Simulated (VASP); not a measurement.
# BeS4 (P4mm) in VASP: a series of runs

BeS4 is run at these levels: PBE; tasks: single point, relaxation of cell and atoms.

Everything below comes from runs of VASP 6.6.1. Logs are shortened: lines on timing, memory, paths and dates and some standing lists are left out, and cuts for length are marked.

### 1 The cell of the first run

The structure is tetragonal, space group P4mm (No. 99). Conventional cell: a = 4.830 Å, b = 4.830 Å, c = 6.737 Å, α = 90.00°, β = 90.00°, γ = 90.00°. Be (site symmetry 4mm) has 16 S at 3.32 to 4.64 Å and 4 Be at 4.83 Å within 4.9 Å. S (site symmetry m) has 2 S at 1.89 Å within 2.5 Å.

The cell was built from a structure type or drawn by symmetry, and may not be a known phase.

### 2 Single point, PBE

File INCAR:

```
PREC = Accurate
ENCUT = 520
EDIFF = 1E-6
ISMEAR = 0
SIGMA = 0.1
LREAL = False
LASPH = True
NELM = 60
ALGO = Normal
ISIF = 2
LWAVE = False
LCHARG = False
GGA = PE
NBANDS = 21
```

File KPOINTS:

```
Automatic mesh
0
Gamma
  4 4 4
```

File POSCAR:

```
BeS4
1.0
    4.8304685100      0.0000000000      0.0000000000
    0.0000000000      4.8304685100      0.0000000000
    0.0000000000      0.0000000000      6.7367318700
Be S
1 4
Direct
    0.5000000000      0.5000000000      0.2119313300
    0.1960558900      0.1960558900      0.8278028300
    0.8039441100      0.8039441100      0.8278028300
    0.8039441100      0.1960558900      0.8278028300
    0.1960558900      0.8039441100      0.8278028300
```

Potentials or basis: VASP PAW PBE potentials, release 64 (Be, S).

On the command line:

```bash
> cat potpaw_PBE.64/Be/POTCAR potpaw_PBE.64/S/POTCAR > POTCAR
> mpirun -np 1 vasp_std > vasp.out
```

OUTCAR:

```text
PREC = Accurate
   ENCUT = 520
   EDIFF = 1E-6
   ISMEAR = 0
   LREAL = False
   LASPH = True
   NELM = 60
   ISIF = 2
   GGA = PE

 ion  position               nearest neighbor table
   1  0.500  0.500  0.212-
   2  0.196  0.196  0.828-   4 1.89   5 1.89   3 2.68
   3  0.804  0.804  0.828-   4 1.89   5 1.89   2 2.68
   4  0.804  0.196  0.828-   2 1.89   3 1.89   5 2.68
   5  0.196  0.804  0.828-   2 1.89   3 1.89   4 2.68

  LATTYP: Found a simple tetragonal cell.
 ALAT       =     4.8304685100
 C/A-ratio  =     1.3946332237

  Lattice vectors:

 A1 = (   4.8304685100,   0.0000000000,   0.0000000000)
 A2 = (   0.0000000000,   4.8304685100,   0.0000000000)
 A3 = (   0.0000000000,   0.0000000000,   6.7367318700)

Analysis of symmetry for initial positions (statically):
=====================================================================
 Subroutine PRICEL returns:
 Original cell was already a primitive cell.

 Routine SETGRP: Setting up the symmetry group for a
 simple tetragonal supercell.

 Subroutine GETGRP returns: Found  8 space group operations
 (whereof  8 operations were pure point group operations)
 out of a pool of 16 trial point group operations.

The static configuration has the point symmetry C_4v.

Analysis of symmetry for dynamics (positions and initial velocities):
=====================================================================
 Subroutine PRICEL returns:
 Original cell was already a primitive cell.

 Routine SETGRP: Setting up the symmetry group for a
 simple tetragonal supercell.

 Subroutine GETGRP returns: Found  8 space group operations
 (whereof  8 operations were pure point group operations)
 out of a pool of 16 trial point group operations.

The dynamic configuration has the point symmetry C_4v.

 Subroutine INISYM returns: Found  8 space group operations
 (whereof  8 operations are pure point group operations),
 and found     1 'primitive' translations

----------------------------------------------------------------------------------------

                                     Primitive cell

  volume of cell :     157.1910

  direct lattice vectors                    reciprocal lattice vectors
     4.830468510  0.000000000  0.000000000     0.207019257  0.000000000  0.000000000
     0.000000000  4.830468510  0.000000000     0.000000000  0.207019257  0.000000000
     0.000000000  0.000000000  6.736731870     0.000000000  0.000000000  0.148439929

  length of vectors
     4.830468510  4.830468510  6.736731870     0.207019257  0.207019257  0.148439929

  position of ions in fractional coordinates (direct lattice)
     0.500000000  0.500000000  0.211931330
     0.196055890  0.196055890  0.827802830
     0.803944110  0.803944110  0.827802830
     0.803944110  0.196055890  0.827802830
     0.196055890  0.803944110  0.827802830

  ion indices of the primitive-cell ions
   primitive index   ion index
                 1           1
                 2           2
                 3           3
                 4           4
                 5           5

----------------------------------------------------------------------------------------

 KPOINTS: Automatic mesh

Automatic generation of k-mesh.
 Grid dimensions read from file:
 generate k-points for:    4    4    4

 Generating k-lattice:

  Cartesian coordinates                     Fractional coordinates (reciprocal lattice)
     0.051754814  0.000000000  0.000000000     0.250000000  0.000000000  0.000000000
     0.000000000  0.051754814  0.000000000     0.000000000  0.250000000  0.000000000
     0.000000000  0.000000000  0.037109982     0.000000000  0.000000000  0.250000000

  Length of vectors
     0.051754814  0.051754814  0.037109982

  Shift w.r.t. Gamma in fractional coordinates (k-lattice)
     0.000000000  0.000000000  0.000000000

 Subroutine IBZKPT returns following result:
 ===========================================

 Found     18 irreducible k-points:

 Following reciprocal coordinates:
            Coordinates               Weight
  0.000000  0.000000  0.000000      1.000000
  0.250000  0.000000  0.000000      4.000000
  0.500000  0.000000  0.000000      2.000000
  0.250000  0.250000  0.000000      4.000000
  0.500000  0.250000  0.000000      4.000000
  0.500000  0.500000  0.000000      1.000000
[... 10 lines left out ...]
  0.500000  0.250000  0.500000      4.000000
  0.500000  0.500000  0.500000      1.000000
   k-points           NKPTS =     18   k-points in BZ     NKDIM =     18   number of bands    NBANDS=     21
   number of dos      NEDOS =    301   number of ions     NIONS =      5
   total plane-waves  NPLWV =  64800
   dimension x,y,z NGX =    36 NGY =   36 NGZ =   50
   dimension x,y,z NGXF=    72 NGYF=   72 NGZF=  100
   ions per type =               1   4
   NGX,Y,Z   is equivalent  to a cutoff of  12.39, 12.39, 12.34 a.u.
   NGXF,Y,Z  is equivalent  to a cutoff of  24.78, 24.78, 24.68 a.u.
 SYSTEM =  unknown system
   PREC   = accura    normal or accurate (medium, high low for compatibility)
   ISTART =      0    job   : 0-new  1-cont  2-samecut
   ICHARG =      2    charge: 1-file 2-atom 10-const
   ISPIN  =      1    spin polarized calculation?
   LNONCOLLINEAR =      F non collinear calculations
   LSORBIT =      F    spin-orbit coupling
   LASPH  =      T    aspherical Exc in radial PAW
   ENCUT  =  520.0 eV  38.22 Ry    6.18 a.u.   8.98  8.98 12.53*2*pi/ulx,y,z
   NELM   =     60;   NELMIN=  2; NELMDL= -5     # of ELM steps
   EDIFF  = 0.1E-05   stopping-criterion for ELM
   LREAL  =      F    real-space projection
   EDIFFG = 0.1E-04   stopping-criterion for IOM
   NSW    =      0    number of steps for IOM
   IBRION =     -1    ionic relax: 0-MD 1-quasi-New 2-CG
   NFREE  =      0    steps in history (QN), initial steepest desc. (CG)
   ISIF   =      2    stress and relaxation
   ISYM   =      2    0-nonsym 1-usesym 2-fastsym
   POTIM  = 0.5000    time-step for ionic-motion
   TEBEG  =    0.0;   TEEND  =   0.0 temperature during run
   PSTRESS=    0.0 pullay stress
   NELECT =      26.0000    total number of electrons
   NUPDOWN=      -1.0000    fix difference up-down
   EMIN   =  10.00;   EMAX   =-10.00  energy-range for DOS
   EFERMI =   0.00;   METHOD = LEGACY
   ISMEAR =     0;   SIGMA  =   0.10  broadening in eV -4-tet -1-fermi 0-gaus
   EFERMI_NEDOS =   21; number of points for ismear=-14 and -15
   IALGO  =     38    algorithm
   IMIX   =      4    mixing-type and parameters
     AMIX     =   0.40;   BMIX     =  1.00
     AMIX_MAG =   1.60;   BMIX_MAG =  1.00
  volume/ion in A,a.u.               =      31.44       212.16
  Fermi-wavevector in a.u.,A,eV,Ry     =   0.898649  1.698200 10.987654  0.807570
  Thomas-Fermi vector in A             =   2.021384
   LORBIT       =      0    0 simple, 1 ext, 2 COOP (PROOUT), +10 PAW based schemes
   GGA     = PE    functional components
   LHFCALC =     F    Hartree Fock is set to
   AEXX    =    0.0000 exact exchange contribution
   IVDW    =     0    specifies the selected vdW correction
   LEPSILON=     F    determine dielectric tensor
   LRPA    =     F    only Hartree local field effects (RPA)
 non-spin polarized calculation
 Gauss-broadening in eV      SIGMA  =   0.10
  energy-cutoff  :      520.00
  volume of cell :      157.19
 maximum number of plane-waves:      4280
 NGX is ok and might be reduce to    36
   NGX = 17   NGY = 17   NGZ = 25

 number of electron      25.9999998 magnetization

 Free energy of the ion-electron system (eV)
  ---------------------------------------------------
  ext. energy  EPLUGINS =         0.00000000
  ---------------------------------------------------
  free energy    TOTEN  =       -13.25005340 eV

  energy without entropy =      -13.23639305  energy(sigma->0) =      -13.24322323

 E-fermi :   1.7235     XC(G=0):  -6.8265

 val. band max:        1.6452741766   @ k =   0.5000   0.0000   0.0000
 cond. band min:       1.7554389906   @ k =   0.2500   0.2500   0.5000
 fundamental gap:      0.1101648140
 Fermi energy:         1.7234769404

 k-point     1 :       0.0000    0.0000    0.0000
  band No.  band energies     occupation
      1     -19.2520      2.00000
      2     -13.6709      2.00000
      3     -13.6709      2.00000
      4      -8.4965      2.00000
      5      -7.8116      2.00000
      6      -6.8482      2.00000
[... 13 lines left out ...]
     20       5.8125      0.00000
     21       5.8189      0.00000

 k-point     2 :       0.2500    0.0000    0.0000
  band No.  band energies     occupation
      1     -19.1673      2.00000
      2     -14.1384      2.00000
      3     -13.5987      2.00000
      4      -8.2232      2.00000
      5      -7.5656      2.00000
      6      -6.9325      2.00000
[... 13 lines left out ...]
     20       6.0961      0.00000
     21       6.7297      0.00000

 k-point     3 :       0.5000    0.0000    0.0000
  band No.  band energies     occupation
      1     -19.0752      2.00000
      2     -14.5422      2.00000
      3     -13.5215      2.00000
      4      -8.0783      2.00000
      5      -8.0715      2.00000
      6      -5.6221      2.00000
[... 13 lines left out ...]
     20       5.8784      0.00000
     21       7.4421      0.00000

 k-point     4 :       0.2500    0.2500    0.0000
  band No.  band energies     occupation
      1     -19.0837      2.00000
      2     -14.0647      2.00000
      3     -14.0519      2.00000
      4      -8.2907      2.00000
      5      -7.5809      2.00000
      6      -6.4011      2.00000
[... 13 lines left out ...]
     20       6.4430      0.00000
     21       6.7242      0.00000

 k-point     5 :       0.5000    0.2500    0.0000
  band No.  band energies     occupation
      1     -18.9929      2.00000
      2     -14.4563      2.00000
      3     -13.9719      2.00000
      4      -8.8089      2.00000
      5      -7.2558      2.00000
      6      -5.4765      2.00000
[... 13 lines left out ...]
     20       6.3633      0.00000
     21       6.6766      0.00000

 k-point     6 :       0.5000    0.5000    0.0000
  band No.  band energies     occupation
      1     -18.9035      2.00000
      2     -14.3631      2.00000
      3     -14.3631      2.00000
      4      -9.3429      2.00000
      5      -6.5862      2.00000
      6      -5.3132      2.00000
[... 13 lines left out ...]
     20       5.6831      0.00000
     21       6.0288      0.00000

 k-point     7 :       0.0000    0.0000    0.2500
  band No.  band energies     occupation
      1     -19.2519      2.00000
      2     -13.6708      2.00000
      3     -13.6708      2.00000
      4      -8.4964      2.00000
      5      -7.8101      2.00000
      6      -6.8481      2.00000
[... 13 lines left out ...]
     20       5.7163      0.00000
     21       5.8315      0.00000
[... 147 lines left out ...]
      1     -19.1672      2.00000
      2     -14.1383      2.00000
      3     -13.5986      2.00000
      4      -8.2227      2.00000
      5      -7.5651      2.00000
      6      -6.9299      2.00000
[... 13 lines left out ...]
     20       6.0052      0.00000
     21       6.6987      0.00000

 k-point    15 :       0.5000    0.0000    0.5000
  band No.  band energies     occupation
      1     -19.0751      2.00000
      2     -14.5419      2.00000
      3     -13.5214      2.00000
      4      -8.0777      2.00000
      5      -8.0709      2.00000
      6      -5.6332      2.00000
[... 13 lines left out ...]
     20       5.9628      0.00000
     21       6.7882      0.00000

 k-point    16 :       0.2500    0.2500    0.5000
  band No.  band energies     occupation
      1     -19.0836      2.00000
      2     -14.0645      2.00000
      3     -14.0518      2.00000
      4      -8.2897      2.00000
      5      -7.5807      2.00000
      6      -6.3987      2.00000
[... 13 lines left out ...]
     20       6.2162      0.00000
     21       6.8460      0.00000

 k-point    17 :       0.5000    0.2500    0.5000
  band No.  band energies     occupation
      1     -18.9928      2.00000
      2     -14.4561      2.00000
      3     -13.9717      2.00000
      4      -8.8077      2.00000
      5      -7.2555      2.00000
      6      -5.4870      2.00000
[... 13 lines left out ...]
     20       6.3473      0.00000
     21       6.6833      0.00000

 k-point    18 :       0.5000    0.5000    0.5000
  band No.  band energies     occupation
      1     -18.9035      2.00000
      2     -14.3630      2.00000
      3     -14.3630      2.00000
      4      -9.3416      2.00000
      5      -6.5863      2.00000
      6      -5.3206      2.00000
[... 13 lines left out ...]
     20       6.0134      0.00000
     21       6.7716      0.00000

------------------------ aborting loop because EDIFF is reached ----------------------------------------

  FORCE on cell =-STRESS in cart. coord.  units (eV):
  Direction    XX          YY          ZZ          XY          YZ          ZX
  --------------------------------------------------------------------------------------
  -------------------------------------------------------------------------------------
  Total       20.3514887     20.3514887     -0.8498754      0.0000000     -0.0000000      0.0000000
  in kB      207.4335467    207.4335467     -8.6623964      0.0000000     -0.0000000      0.0000000
  external PRESSURE =     135.4015657 kB  Pullay stress =       0.0000000 kB

 VOLUME and BASIS-vectors are now :
 -----------------------------------------------------------------------------
  energy-cutoff  :      520.00
  volume of cell :      157.19
      direct lattice vectors                 reciprocal lattice vectors
     4.830468510  0.000000000  0.000000000     0.207019257  0.000000000  0.000000000
     0.000000000  4.830468510  0.000000000     0.000000000  0.207019257  0.000000000
     0.000000000  0.000000000  6.736731870     0.000000000  0.000000000  0.148439929

 POSITION                                       TOTAL-FORCE (eV/Angst)
 -----------------------------------------------------------------------------------
      2.41523      2.41523      1.42772        -0.000000      0.000000     -0.128077
      0.94704      0.94704      5.57669         5.244301      5.244301      0.032019
      3.88343      3.88343      5.57669        -5.244301     -5.244301      0.032019
      3.88343      0.94704      5.57669        -5.244301      5.244301      0.032019
      0.94704      3.88343      5.57669         5.244301     -5.244301      0.032019
 -----------------------------------------------------------------------------------
    total drift:                               -0.000000     -0.000000     -0.001272

  FREE ENERGIE OF THE ION-ELECTRON SYSTEM (eV)
  ---------------------------------------------------
  free  energy   TOTEN  =       -13.2500533985 eV

  energy  without entropy=      -13.2363930518  energy(sigma->0) =      -13.24322323
```

It took 83 s on 1 thread of Intel Xeon 8259CL, shared host; peak memory 0.25 GiB.

Results:

```
Free energy            : -13.2501 eV
Pressure               : 13.5 GPa
Largest force          : 7.417 eV/Å
Band gap on the k mesh : zero (bands 13 and 14 overlap by 1.48 eV)
```

Forces in eV/Å, atoms in the order of the input:
```
Be   0.000  0.000 -0.128
S    5.244  5.244  0.032
S   -5.244 -5.244  0.032
S   -5.244  5.244  0.032
S    5.244 -5.244  0.032
```

Caveat: the cell stands under pressure; forces of over 1 eV/Å act on the atoms, so gaps and moduli don't describe the material at rest.

### 3 Relaxation of cell and atoms, PBE

File INCAR:

```
SYSTEM = BeS4
PREC = Accurate ; ENCUT = 600
EDIFF = 1E-6 ; ISMEAR = 0
SIGMA = 0.1 ; LREAL = .FALSE.
LASPH = .TRUE. ; NELM = 80
ALGO = Normal ; ISIF = 3
LWAVE = .FALSE. ; LCHARG = .FALSE.
GGA = PE ; IBRION = 2
NSW = 90 ; EDIFFG = -0.04
```

File KPOINTS:

```
regular mesh
0
G
  4 4 4
  0 0 0
```

POSCAR is that of step 2.

Potentials or basis: VASP PAW PBE potentials, release 64 (Be, S).

On the command line:

```bash
> cat potpaw_PBE.64/Be/POTCAR potpaw_PBE.64/S/POTCAR > POTCAR
> mpirun -np 1 vasp_std > vasp.out
```

Run time: 50 min. Hardware: 1 thread of Intel Xeon 8259CL, shared host; peak memory 0.32 GiB.

Results (log left out):

| Quantity | Value |
| --- | --- |
| Free energy | -18.8179 eV |
| Relaxed volume | 17.13 Å³/atom |
| Relaxed cell | a = 5.048 Å, b = 5.048 Å, c = 3.361 Å, α = 90.00°, β = 90.00°, γ = 90.00° |
| Space group after relaxing (to 0.1 Å) | P4/mmm (No. 123) |
| Pressure after relaxing | 0.0 GPa |
| Largest force after relaxing | 0.029 eV/Å |
| Band gap on the k mesh | zero (bands 13 and 14 overlap by 3.91 eV) |

Forces in eV/Å, atoms in the order of the input:
```
Be   0.000  0.000  0.029
S   -0.015 -0.015 -0.007
S    0.015  0.015 -0.007
S    0.015 -0.015 -0.007
S   -0.015  0.015 -0.007
```

Stress tensor (GPa, compression positive):
```
-0.14  0.00  0.00
 0.00 -0.14  0.00
 0.00  0.00  0.26
```

Final structure:
```
CELL_PARAMETERS angstrom
5.04826 0.00000 0.00000
0.00000 5.04826 0.00000
0.00000 0.00000 3.36086
ATOMIC_POSITIONS crystal
Be 0.50000 0.50000 0.29638
S 0.25215 0.25215 0.80669
S 0.74785 0.74785 0.80669
S 0.74785 0.25215 0.80669
S 0.25215 0.74785 0.80669
```

Levels at points of the mesh, in eV from the Fermi level:
| k point | band 9 | band 10 | band 11 | band 12 | band 13 | band 14 | band 15 | band 16 |
| --- | --- | --- | --- | --- | --- | --- | --- | --- |
| (0.00, 0.00, 0.00) | -3.83 | -1.03 | -1.03 | 1.03 | 1.69 | 2.13 | 2.13 | 2.97 |
| (0.50, 0.00, 0.00) | -3.26 | -2.15 | -1.44 | -0.95 | -0.38 | 0.05 | 2.69 | 2.69 |
| (0.50, 0.50, 0.00) | -2.76 | -2.44 | -1.99 | -1.91 | -1.91 | -1.43 | -1.43 | -1.05 |
| (0.00, 0.00, 0.50) | -5.02 | -4.48 | -4.48 | -1.33 | 0.90 | 2.64 | 2.64 | 2.78 |
| (0.50, 0.00, 0.50) | -3.91 | -3.41 | -2.89 | -2.59 | -0.89 | -0.56 | 2.39 | 3.25 |
| (0.50, 0.50, 0.50) | -2.81 | -2.74 | -2.74 | -2.70 | -2.08 | -1.46 | -1.43 | -1.43 |

Caveat: the volume moved by over 15 % at a fixed basis, so the end points are rough.
